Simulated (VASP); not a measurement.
# NaH in VASP: a series of runs, part 2 of 2

VASP 6.6.1. Earlier steps stand in the parts before.

## 3. Electric field gradients, PBEsol (zz strain of -2 %)

The input, INCAR:

```
PREC     = Accurate       # precision mode
ENCUT    = 520            # plane-wave cutoff, eV
EDIFF    = 1E-8           # SCF threshold, eV
ISMEAR   = -1             # smearing method
SIGMA    = 0.03           # smearing width, eV
LREAL    = F              # projectors in reciprocal space
LASPH    = T              # aspherical terms in the spheres
NELM     = 60             # most SCF steps
ALGO     = Normal         # electronic algorithm
ISIF     = 2              # what is computed and relaxed
LWAVE    = F              # write WAVECAR
LCHARG   = F              # write CHGCAR
GGA      = PS             # functional
LEFG     = T            
NBANDS   = 11             # bands
```

The input, KPOINTS:

```
Automatic mesh
0
Gamma
  9 9 9
```

The input, POSCAR:

```
NaH
1.0
    0.0000000000      2.4400000000      2.3912000000
    2.4400000000      0.0000000000      2.3912000000
    2.4400000000      2.4400000000      0.0000000000
Na H
1 1
Direct
    0.0000000000      0.0000000000      0.0000000000
    0.5000000000      0.5000000000      0.5000000000
```

Potentials or basis: VASP PAW PBE potentials, release 64 (Na_pv, H).

The run is started by

```console
$ cat potpaw_PBE.64/Na_pv/POTCAR potpaw_PBE.64/H/POTCAR > POTCAR
$ mpirun -np 1 vasp_std > vasp.out
```

OUTCAR:

```text
PREC = Accurate
   ENCUT = 520
   EDIFF = 1E-8
   ISMEAR = -1
   LREAL = F
   LASPH = T
   NELM = 60
   ISIF = 2
   GGA = PS

 ion  position               nearest neighbor table
   1  0.000  0.000  0.000-
   2  0.500  0.500  0.500-

  LATTYP: Found a body centered tetragonal cell.
 ALAT       =     3.4506810922
 C/A-ratio  =     1.3859292911

  Lattice vectors:

 A1 = (   0.0000000000,  -2.4400000000,  -2.3912000000)
 A2 = (   0.0000000000,   2.4400000000,  -2.3912000000)
 A3 = (   2.4400000000,   0.0000000000,   2.3912000000)

Analysis of symmetry for initial positions (statically):
=====================================================================
 Subroutine PRICEL returns:
 Original cell was already a primitive cell.

 Routine SETGRP: Setting up the symmetry group for a
 body centered tetragonal supercell.

 Subroutine GETGRP returns: Found 16 space group operations
[... 523 lines left out ...]
  volume of cell :       28.47
      direct lattice vectors                 reciprocal lattice vectors
     0.000000000  2.440000000  2.391200000    -0.204918033  0.204918033  0.209100033
     2.440000000  0.000000000  2.391200000     0.204918033 -0.204918033  0.209100033
     2.440000000  2.440000000  0.000000000     0.204918033  0.204918033 -0.209100033

 POSITION                                       TOTAL-FORCE (eV/Angst)
 -----------------------------------------------------------------------------------
      0.00000      0.00000      0.00000         0.000000     -0.000000      0.000000
      2.44000      2.44000      2.39120         0.000000      0.000000      0.000000
 -----------------------------------------------------------------------------------
    total drift:                               -0.000000     -0.000000     -0.000000

  FREE ENERGIE OF THE ION-ELECTRON SYSTEM (eV)
  ---------------------------------------------------
  free  energy   TOTEN  =        -5.0831081386 eV

  energy  without entropy=       -5.0831081386  energy(sigma->0) =       -5.08310814

 Electric field gradients (V/A^2)
---------------------------------------------------------------------
 ion       V_xx      V_yy      V_zz      V_xy      V_xz      V_yz
---------------------------------------------------------------------
   1       0.936     0.936    -1.872     0.001     0.000     0.000
   2      -0.104    -0.104     0.208     0.001     0.001     0.001
---------------------------------------------------------------------

 Electric field gradients after diagonalization (V/A^2)
 (convention: |V_zz| > |V_xx| > |V_yy|)
----------------------------------------------------------------------
 ion       V_xx      V_yy      V_zz     asymmetry (V_yy - V_xx)/ V_zz
----------------------------------------------------------------------
   1       0.937     0.936    -1.872       0.001
   2      -0.105    -0.103     0.208       0.007
----------------------------------------------------------------------

           NMR quadrupolar parameters

 Cq : quadrupolar parameter    Cq=e*Q*V_zz/h
 eta: asymmetry parameters     (V_yy - V_xx)/ V_zz
 Q  : nuclear electric quadrupole moment in mb (millibarn)
----------------------------------------------------------------------
 ion       Cq(MHz)       eta       Q (mb)
----------------------------------------------------------------------
   1      -0.005       0.001       1.000
   2       0.001       0.007       1.000
----------------------------------------------------------------------
```

OSZICAR:

```text
N       E                     dE             d eps       ncg     rms          rms(c)
DAV:   1     0.367551064215E+02    0.36755E+02   -0.45971E+03  1656   0.747E+02
DAV:   2    -0.419194011163E+01   -0.40947E+02   -0.40218E+02  1724   0.191E+02
DAV:   3    -0.544989756517E+01   -0.12580E+01   -0.12562E+01  2015   0.327E+01
DAV:   4    -0.545822365980E+01   -0.83261E-02   -0.83253E-02  1882   0.264E+00
DAV:   5    -0.545829661636E+01   -0.72957E-04   -0.72955E-04  1943   0.256E-01    0.289E+00
DAV:   6    -0.516110302474E+01    0.29719E+00   -0.29948E-01  1976   0.320E+00    0.134E+00
DAV:   7    -0.508060075413E+01    0.80502E-01   -0.27290E-01  1878   0.223E+00    0.329E-01
DAV:   8    -0.508314792641E+01   -0.25472E-02   -0.66608E-03  1848   0.959E-01    0.606E-02
DAV:   9    -0.508311869618E+01    0.29230E-04   -0.71753E-04  2035   0.320E-01    0.190E-02
DAV:  10    -0.508310780000E+01    0.10896E-04   -0.41336E-05  1868   0.421E-02    0.290E-03
DAV:  11    -0.508310838057E+01   -0.58057E-06   -0.11454E-06  1938   0.628E-03    0.213E-03
DAV:  12    -0.508310812967E+01    0.25091E-06   -0.10276E-07  1912   0.218E-03    0.205E-04
DAV:  13    -0.508310813865E+01   -0.89817E-08   -0.48026E-09  1451   0.439E-04
   1 F= -.50831081E+01 E0= -.50831081E+01  d E =-.191623E-10
```

Run time: 18 s. Hardware: 1 thread of Intel Xeon Platinum 8488C (Sapphire Rapids), shared host; peak memory 0.15 GiB.

Results:

- Free energy: -5.0831 eV
- Pressure: -0.8 GPa
- Band gap on the k mesh: 3.82 eV, indirect (least direct gap 4.59 eV)

Stress tensor (GPa, compression positive):
```
-0.98  0.00  0.00
 0.00 -0.98  0.00
 0.00  0.00 -0.35
```

Levels at points of the mesh, in eV from the valence-band top:
| k point | band 2 | band 3 | band 4 | band 5 | band 6 | band 7 |
| --- | --- | --- | --- | --- | --- | --- |
| (0.00, 0.00, 0.00) | -21.98 | -21.98 | -3.66 | 10.36 | 15.33 | 15.33 |

Electric field gradients, principal values (V/Å²):
| atom | least | middle | greatest (by size) |
| --- | --- | --- | --- |
| 1 Na | 0.936 | 0.937 | -1.872 |
| 2 H | -0.103 | -0.105 | 0.208 |

Caveat: the cell differs from its parent crystal (zz strain of -2 %); without QUAD_EFG the Cq values of the log hold for a quadrupole moment of 1 mb, not for the nuclei; the PAW data sets were made with another functional, which shifts forces and pressure a little.

## 4. Electric field gradients, PBEsol (zz strain of -2 %)

The input, INCAR:

```
SYSTEM = NaH
ALGO     = Normal         ! electronic algorithm
EDIFF    = 1E-8           ! SCF threshold, eV
ENCUT    = 520            ! plane-wave cutoff, eV
GGA      = PS             ! functional
ISIF     = 2              ! what is computed and relaxed
ISMEAR   = -1             ! smearing method
LASPH    = .True.         ! aspherical terms in the spheres
LCHARG   = .False.        ! write CHGCAR
LEFG     = .True.       
LREAL    = .False.        ! projectors in reciprocal space
LWAVE    = .False.        ! write WAVECAR
NBANDS   = 11             ! bands
NELM     = 60             ! most SCF steps
PREC     = Accurate       ! precision mode
SIGMA    = 0.03           ! smearing width, eV
```

The input, KPOINTS:

```
k-points
0
Gamma
  9 9 9
  0 0 0
```

POSCAR is that of step 3.

Potentials or basis: VASP PAW PBE potentials, release 64 (Na_pv, H).

The run is started by

```console
$ cat potpaw_PBE.64/Na_pv/POTCAR potpaw_PBE.64/H/POTCAR > POTCAR
$ mpirun -np 1 vasp_std > vasp.out
```

OUTCAR:

```text
SYSTEM = NaH
   EDIFF = 1E-8
   ENCUT = 520
   GGA = PS
   ISIF = 2
   ISMEAR = -1
   LASPH = .True.
   LREAL = .False.
   NELM = 60
   PREC = Accurate

 ion  position               nearest neighbor table
   1  0.000  0.000  0.000-
   2  0.500  0.500  0.500-

  LATTYP: Found a body centered tetragonal cell.
 ALAT       =     3.4506810922
 C/A-ratio  =     1.3859292911

  Lattice vectors:

 A1 = (   0.0000000000,  -2.4400000000,  -2.3912000000)
 A2 = (   0.0000000000,   2.4400000000,  -2.3912000000)
 A3 = (   2.4400000000,   0.0000000000,   2.3912000000)

Analysis of symmetry for initial positions (statically):
=====================================================================
 Subroutine PRICEL returns:
 Original cell was already a primitive cell.

 Routine SETGRP: Setting up the symmetry group for a
 body centered tetragonal supercell.

 Subroutine GETGRP returns: Found 16 space group operations
 (whereof 16 operations were pure point group operations)
 out of a pool of 16 trial point group operations.

The static configuration has the point symmetry D_4h.

Analysis of symmetry for dynamics (positions and initial velocities):
=====================================================================
 Subroutine PRICEL returns:
 Original cell was already a primitive cell.

 Routine SETGRP: Setting up the symmetry group for a
 body centered tetragonal supercell.

 Subroutine GETGRP returns: Found 16 space group operations
 (whereof 16 operations were pure point group operations)
 out of a pool of 16 trial point group operations.

The dynamic configuration has the point symmetry D_4h.

 Subroutine INISYM returns: Found 16 space group operations
 (whereof 16 operations are pure point group operations),
 and found     1 'primitive' translations

----------------------------------------------------------------------------------------

                                     Primitive cell

  volume of cell :      28.4725

  direct lattice vectors                    reciprocal lattice vectors
     0.000000000  2.440000000  2.391200000    -0.204918033  0.204918033  0.209100033
     2.440000000  0.000000000  2.391200000     0.204918033 -0.204918033  0.209100033
     2.440000000  2.440000000  0.000000000     0.204918033  0.204918033 -0.209100033

  length of vectors
     3.416348554  3.416348554  3.450681092     0.357359237  0.357359237  0.357359237

  position of ions in fractional coordinates (direct lattice)
     0.000000000  0.000000000  0.000000000
     0.500000000  0.500000000  0.500000000

  ion indices of the primitive-cell ions
   primitive index   ion index
                 1           1
                 2           2

----------------------------------------------------------------------------------------

 KPOINTS: k-points

Automatic generation of k-mesh.
[... 74 lines left out ...]
   POTIM  = 0.5000    time-step for ionic-motion
   TEBEG  =    0.0;   TEEND  =   0.0 temperature during run
   PSTRESS=    0.0 pullay stress
   NELECT =       8.0000    total number of electrons
   NUPDOWN=      -1.0000    fix difference up-down
   EMIN   =  10.00;   EMAX   =-10.00  energy-range for DOS
   EFERMI =   0.00;   METHOD = LEGACY
   ISMEAR =    -1;   SIGMA  =   0.03  broadening in eV -4-tet -1-fermi 0-gaus
   EFERMI_NEDOS =   21; number of points for ismear=-14 and -15
   IALGO  =     38    algorithm
   IMIX   =      4    mixing-type and parameters
     AMIX     =   0.40;   BMIX     =  1.00
     AMIX_MAG =   1.60;   BMIX_MAG =  1.00
  volume/ion in A,a.u.               =      14.24        96.07
  Fermi-wavevector in a.u.,A,eV,Ry     =   1.072251  2.026260 15.642909  1.149721
  Thomas-Fermi vector in A             =   2.208015
   LORBIT       =      0    0 simple, 1 ext, 2 COOP (PROOUT), +10 PAW based schemes
   GGA     = PS    functional components
   LHFCALC =     F    Hartree Fock is set to
   AEXX    =    0.0000 exact exchange contribution
   IVDW    =     0    specifies the selected vdW correction
   LEPSILON=     F    determine dielectric tensor
   LRPA    =     F    only Hartree local field effects (RPA)
 non-spin polarized calculation
  energy-cutoff  :      520.00
  volume of cell :       28.47
 maximum number of plane-waves:       785
 NGX is ok and might be reduce to    28
   NGX = 13   NGY = 13   NGZ = 13

 number of electron       8.0000002 magnetization

 Free energy of the ion-electron system (eV)
  ---------------------------------------------------
  ext. energy  EPLUGINS =         0.00000000
  ---------------------------------------------------
  free energy    TOTEN  =        -5.08310814 eV

  energy without entropy =       -5.08310814  energy(sigma->0) =       -5.08310814

 E-fermi :  -0.5229     XC(G=0):  -7.8580

 val. band max:       -1.1565403403   @ k =  -0.3333   0.4444   0.1111
 cond. band min:       2.6642496904   @ k =  -0.4444   0.0000   0.1111
 fundamental gap:      3.8207900307
 Fermi energy:        -0.5229186532

 k-point     1 :       0.0000    0.0000    0.0000
  band No.  band energies     occupation
      1     -23.1383      2.00000
      2     -23.1383      2.00000
      3     -23.1318      2.00000
      4      -4.8195      2.00000
      5       9.2059      0.00000
      6      14.1774      0.00000
      7      14.1774      0.00000
      8      14.2802      0.00000
      9      15.1307      0.00000
     10      15.1307      0.00000
     11      15.1473      0.00000
[... 309 lines left out ...]
 k-point    24 :       0.4444    0.4444    0.0000
  band No.  band energies     occupation
      1     -23.2136      2.00000
      2     -23.1710      2.00000
      3     -23.1710      2.00000
      4      -1.4280      2.00000
      5       3.6513      0.00000
      6       8.5672      0.00000
      7       9.2183      0.00000
      8       9.2183      0.00000
      9      10.5980      0.00000
     10      22.1356      0.00000
     11      23.6826      0.00000

 [... further k-points ...]
[... 5 lines left out ...]
  --------------------------------------------------------------------------------------
  -------------------------------------------------------------------------------------
  Total       -0.1741470     -0.1741470     -0.0626132      0.0000000     -0.0000000      0.0000000
  in kB       -9.7994353     -9.7994353     -3.5233128      0.0000000     -0.0000000      0.0000000
  external PRESSURE =      -7.7073945 kB  Pullay stress =       0.0000000 kB

 VOLUME and BASIS-vectors are now :
 -----------------------------------------------------------------------------
  energy-cutoff  :      520.00
  volume of cell :       28.47
      direct lattice vectors                 reciprocal lattice vectors
     0.000000000  2.440000000  2.391200000    -0.204918033  0.204918033  0.209100033
     2.440000000  0.000000000  2.391200000     0.204918033 -0.204918033  0.209100033
     2.440000000  2.440000000  0.000000000     0.204918033  0.204918033 -0.209100033

 POSITION                                       TOTAL-FORCE (eV/Angst)
 -----------------------------------------------------------------------------------
      0.00000      0.00000      0.00000         0.000000     -0.000000      0.000000
      2.44000      2.44000      2.39120         0.000000      0.000000      0.000000
 -----------------------------------------------------------------------------------
    total drift:                               -0.000000     -0.000000     -0.000000

  FREE ENERGIE OF THE ION-ELECTRON SYSTEM (eV)
  ---------------------------------------------------
  free  energy   TOTEN  =        -5.0831081386 eV

  energy  without entropy=       -5.0831081386  energy(sigma->0) =       -5.08310814

 Electric field gradients (V/A^2)
---------------------------------------------------------------------
 ion       V_xx      V_yy      V_zz      V_xy      V_xz      V_yz
---------------------------------------------------------------------
   1       0.936     0.936    -1.872     0.001     0.000     0.000
   2      -0.104    -0.104     0.208     0.001     0.001     0.001
---------------------------------------------------------------------

 Electric field gradients after diagonalization (V/A^2)
 (convention: |V_zz| > |V_xx| > |V_yy|)
----------------------------------------------------------------------
 ion       V_xx      V_yy      V_zz     asymmetry (V_yy - V_xx)/ V_zz
----------------------------------------------------------------------
   1       0.937     0.936    -1.872       0.001
   2      -0.105    -0.103     0.208       0.007
----------------------------------------------------------------------

           NMR quadrupolar parameters

 Cq : quadrupolar parameter    Cq=e*Q*V_zz/h
 eta: asymmetry parameters     (V_yy - V_xx)/ V_zz
 Q  : nuclear electric quadrupole moment in mb (millibarn)
----------------------------------------------------------------------
 ion       Cq(MHz)       eta       Q (mb)
----------------------------------------------------------------------
   1      -0.005       0.001       1.000
   2       0.001       0.007       1.000
----------------------------------------------------------------------
```

It took 18 s on 1 thread of Intel Xeon Platinum 8488C (Sapphire Rapids), shared host; peak memory 0.13 GiB.

Results:

| Quantity | Value |
| --- | --- |
| Free energy | -5.0831 eV |
| Pressure | -0.8 GPa |
| Band gap on the k mesh | 3.82 eV, indirect (least direct gap 4.59 eV) |

Stress tensor (GPa, compression positive):
```
-0.98  0.00  0.00
 0.00 -0.98  0.00
 0.00  0.00 -0.35
```

Electric field gradients, principal values (V/Å²):
```tsv
atom	least	middle	greatest (by size)
1 Na	0.936	0.937	-1.872
2 H	-0.103	-0.105	0.208
```

Caveat: the cell differs from its parent crystal (zz strain of -2 %); without QUAD_EFG the Cq values of the log hold for a quadrupole moment of 1 mb, not for the nuclei; the PAW data sets were made with another functional, which shifts forces and pressure a little.
